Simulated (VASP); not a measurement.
Input of a VASP 6.6.1 run:

The input INCAR:

```
SYSTEM = As
  ALGO = Normal
  DIPOL = 0.5 0.5 0.500
  EDIFF = 1E-7
  EDIFFG = -0.01
  ENCUT = 520
  GGA = PE
  IBRION = 2
  IDIPOL = 3
  ISIF = 2
  ISMEAR = 0
  IVDW = 12
  LASPH = .True.
  LCHARG = .False.
  LDIPOL = .True.
  LREAL = .False.
  LWAVE = .False.
  NELM = 80
  NSW = 60
  PREC = Accurate
  SIGMA = 0.02
```

Contents of KPOINTS:

```
k-points
0
Gamma
  9 9 1
  0 0 0
```

The input POSCAR:

```
As
1.0
    3.8216379590      0.0000000000      0.0000000000
   -1.9108189795      3.3096355566      0.0000000000
    0.0000000000      0.0000000000     28.5742413760
As
2
Direct
    0.3333333333      0.6666666667      0.4755450732
    0.6666666667      0.3333333333      0.5244549268
```

Potentials or basis: VASP PAW PBE potentials, release 64 (As).

The run is started by

```bash
$ cat potpaw_PBE.64/As/POTCAR > POTCAR
$ mpirun -np 1 vasp_std > vasp.out
```

Question: Predict the band gap on the k mesh.

Answer: 0.98 eV (least direct gap 1.00 eV).

Question: What does it give for the dispersion energy per atom?

Answer: -0.184 eV.

Question: Estimate the energy gained by relaxing.

Answer: 8.9 meV/atom.

Step by step:
```
step  energy change (eV)  largest force (eV/Å)  pressure (GPa)
   1              0.0000                0.6160           -0.97
   2             -0.0178                0.0230           -0.76
   3             -0.0179                0.0002           -0.77
```

Caveat: the cell differs from its parent crystal (biaxial strain +0.070).
